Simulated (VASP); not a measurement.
Input of a VASP 6.6.1 run:

The input INCAR:

```
SYSTEM = AlNi3
  PREC = Accurate
  ENCUT = 520
  EDIFF = 1E-6
  ISMEAR = 0
  SIGMA = 0.15
  LREAL = .FALSE.
  LASPH = .TRUE.
  NELM = 60
  ALGO = Fast
  ISIF = 2
  LWAVE = .FALSE.
  LCHARG = .TRUE.
  GGA = PS
  LELF = .TRUE.
  LVHAR = .TRUE.
  NBANDS = 24
```

The input KPOINTS:

```
Automatic mesh
0
G
  14 14 14
  0 0 0
```

Contents of POSCAR:

```
AlNi3
1.0
    0.2119283313      2.9666293450      2.9666293450
    2.9666293450      0.2119283313      2.9666293450
    2.9666293450      2.9666293450      0.2119283313
Al Ni
1 3
Direct
    0.5000000000      0.5000000000      0.5000000000
    0.2500000000      0.2500000000      0.2500000000
    0.0000000000      0.0000000000      0.0000000000
    0.7500000000      0.7500000000      0.7500000000
```

Potentials or basis: VASP PAW PBE potentials, release 64 (Al, Ni).

Launch:

```console
$ cat potpaw_PBE.64/Al/POTCAR potpaw_PBE.64/Ni/POTCAR > POTCAR
$ mpirun -np 1 vasp_std > vasp.out
```

(1) Predict the band gap on the k mesh.

(2) Estimate the largest force.

(3) What does it give for the pressure?

Answers

(1) zero (an odd number of electrons rules out a gap without spin polarisation).

(2) 0.067 eV/Å.

(3) -8.5 GPa.

Caveat: the cell stands under tension; the PAW data sets were made with another functional, which shifts forces and pressure a little.
